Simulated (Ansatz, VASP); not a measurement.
**MnO in VASP and in Ansatz**

Contents of INCAR:

```
SYSTEM = MnO
PREC = Accurate
ENCUT = 600
EDIFF = 1E-6
ISMEAR = 0
SIGMA = 0.1
LREAL = .FALSE.
LASPH = .TRUE.
NELM = 200
ALGO = Normal
ISIF = 2
LWAVE = .FALSE.
LCHARG = .TRUE.
ISPIN = 2
MAGMOM = 4 4 0 0
LORBIT = 11
LMAXMIX = 4
LDAU = .TRUE.
LDAUTYPE = 2
LDAUL = 2 -1
LDAUU = 3.9 0
LDAUJ = 0 0
LDAUPRINT = 1
GGA = PE
LELF = .TRUE.
LVHAR = .TRUE.
NBANDS = 31
GGA_COMPAT = .FALSE.
```

Contents of KPOINTS:

```
Automatic mesh
0
G
  6 6 4
  0 0 0
```

The input POSCAR:

```
MnO
1.0
    3.3717009293      0.0000000000      0.0000000000
   -1.6858504646      2.9199786587      0.0000000000
    0.0000000000      0.0000000000      5.3855000000
Mn O
2 2
Direct
    0.3333333333      0.6666666667      0.0109600000
    0.6666666667      0.3333333333      0.5109600000
    0.3333333333      0.6666666667      0.3754700000
    0.6666666667      0.3333333333      0.8754700000
```

Input for Ansatz:

```yaml
crystal:
  lattice:
    - [3.3717009293, 0.0, 0.0]
    - [-1.6858504646, 2.9199786587, 0.0]
    - [0.0, 0.0, 5.3855]
  atoms:
    - { symbol: Mn, position: [0.3333333333, 0.6666666667, 0.01096], spin: 4.0 }
    - { symbol: Mn, position: [0.6666666667, 0.3333333333, 0.51096], spin: 4.0 }
    - { symbol: O, position: [0.3333333333, 0.6666666667, 0.37547] }
    - { symbol: O, position: [0.6666666667, 0.3333333333, 0.87547] }
basis:
  ecutwfc: 420
kpoints:
  mp_grid: { grid: [6, 6, 4] }
hamiltonian:
  xc: pbe
  hubbard: { sites: [{ species: Mn, l: d, u_eff: 3.9 }] }
scf:
  occupations: { method: gaussian, width: 0.1 }
  lower_state_search: "off"
output:
  forces: true
  stress: true
  eigenvalues: true
  populations: true
magnetization:
  spin_polarized: true
```

Alike in both runs: task single point; functional PBE; k mesh 6 × 6 × 4; occupations gaussian, width 0.1 eV; collinear spin; Hubbard terms Mn d U = 3.9 eV.

|  | VASP | Ansatz |
| --- | --- | --- |
| version | VASP 6.6.1 | Ansatz 0.2.0 |
| potentials or method | VASP PAW PBE potentials, release 64 (Mn_pv, O), cutoff 600 eV | scalar-relativistic, plane waves, PAW |
| valence electrons in the cell | 38 | 42 |

Ansatz gave:

| Property | Result |
| --- | --- |
| gap on the k mesh at the Fermi level (eV) | 0.09 |
| least direct gap on the mesh (eV) | 0.09 |
| pressure (GPa) | 11.0 |
| traceless stress, the component that is largest in VASP (GPa) | 6.56 |
| rms of the force components (eV/Å) | 0.500 |
| net moment per atom (μB) | 2.50 |
| size of the moment on the site where the two differ most (μB) | 3.95 |

Question: What did VASP give for the same quantities?

Answer: gap on the k mesh at the Fermi level (eV): 0.13; least direct gap on the mesh (eV): 0.13; pressure (GPa): 10.7; traceless stress, the component that is largest in VASP (GPa): 6.69; rms of the force components (eV/Å): 0.517; net moment per atom (μB): 2.50; size of the moment on the site where the two differ most (μB): 4.58.

Site moments also hang on the region over which each program counts them. The programs project onto different local orbitals, so the same U acts differently, and such runs can settle in different states. Atom by atom the forces differ by 0.016 eV/Å (rms over components). VASP's potentials hold 38 valence electrons a cell and Ansatz's 42, so a difference there can come from the potentials and not from the codes.
